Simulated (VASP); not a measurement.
Write the native input for VASP 6.6.1 that does the following.

```yaml
Task: single point
Functional: PBE
Potentials_or_basis: VASP PAW PBE potentials, release 64 (B, Mo_sv, W_sv)
Cutoff: 520 eV
k_mesh: 10 × 10 × 10
Occupations: gaussian, width 0.1 eV
Spin: no spin polarisation
Dipole_correction: no
Further_INCAR_settings: ALGO = Fast; EDIFF = 1e-06; NBANDS = 38
```

The structure of BMoW3 lies in POSCAR:

```
BMoW3
1.0
    4.2002593282      0.0000000000      0.0000000000
    0.0000000000      4.2002593282      0.0000000000
    0.0000000000      0.0000000000      4.2002593282
B Mo W
1 1 3
Direct
    0.5000000000      0.5000000000      0.5000000000
    0.0000000000      0.0000000000      0.0000000000
    0.5000000000      0.0000000000      0.5000000000
    0.0000000000      0.5000000000      0.5000000000
    0.5000000000      0.5000000000      0.0000000000
```

The cell was generated, and may not be a known phase.

One way to write it, as run:

INCAR

```
SYSTEM = BMoW3
PREC = Accurate
ENCUT = 520
EDIFF = 1E-6
ISMEAR = 0
SIGMA = 0.1
LREAL = .False.
LASPH = .True.
NELM = 60
ALGO = Fast
ISIF = 2
LWAVE = .False.
LCHARG = .False.
GGA = PE
NBANDS = 38
```

KPOINTS

```
Automatic mesh
0
Gamma
  10 10 10
  0 0 0
```

Potentials or basis: VASP PAW PBE potentials, release 64 (B, Mo_sv, W_sv).

The run is started by

```bash
$ cat potpaw_PBE.64/B/POTCAR potpaw_PBE.64/Mo_sv/POTCAR potpaw_PBE.64/W_sv/POTCAR > POTCAR
$ mpirun -np 1 vasp_std > vasp.out
```

It gave:

```
Pressure               : 0.4 GPa
Band gap on the k mesh : zero (an odd number of electrons rules out a gap without spin polarisation)
```

Caveat: spin-orbit coupling is left out, which moves the levels of the heavy elements.

It took 99 s on 1 thread of AMD EPYC 9R45 96-Core Processor (Zen 5), on a shared host, peak memory 0.24 GiB.
